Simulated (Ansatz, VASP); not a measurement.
**One calculation of HfO2, two programs**

```
Hf O
1.0
     4.86525    0.00000    0.00000
     0.00000    4.86525    0.00000
     0.00000    0.00000    3.23765
Hf O
2 4
Direct
  0.00000 0.00000 0.00000
  0.50000 0.50000 0.50000
  0.19534 0.80466 0.50000
  0.30466 0.30466 0.00000
  0.69534 0.69534 0.00000
  0.80466 0.19534 0.50000
```

Alike in both runs: functional BLYP; dispersion D3(BJ); k mesh 6 × 6 × 8; occupations fermi-dirac, width 0.02 eV; no spin polarisation.

Ansatz relaxed the structure, and its values are those at the end. VASP's run is a single point on that final structure, the one shown.

|  | VASP | Ansatz |
| --- | --- | --- |
| version | VASP 6.6.1 | Ansatz 0.2.0 |
| potentials or method | VASP PAW PBE potentials, release 64 (Hf_pv, O) | plane waves, PAW |
| plane-wave cutoff (eV) | 520 | 420 |
| valence electrons in the cell | 44 | 76 |

VASP gave:

```
pressure (GPa)                     : -2.1
rms of the force components (eV/Å) : 0.019
```

**Question.** What did Ansatz give for the same quantities?

**Answer.** Pressure (GPa): 0.0; rms of the force components (eV/Å): 0.000.

VASP's potentials were made for PBE, not for BLYP. VASP's potentials hold 44 valence electrons a cell and Ansatz's 76, so a difference there can come from the potentials and not from the codes.

Neither program's run includes spin-orbit coupling.
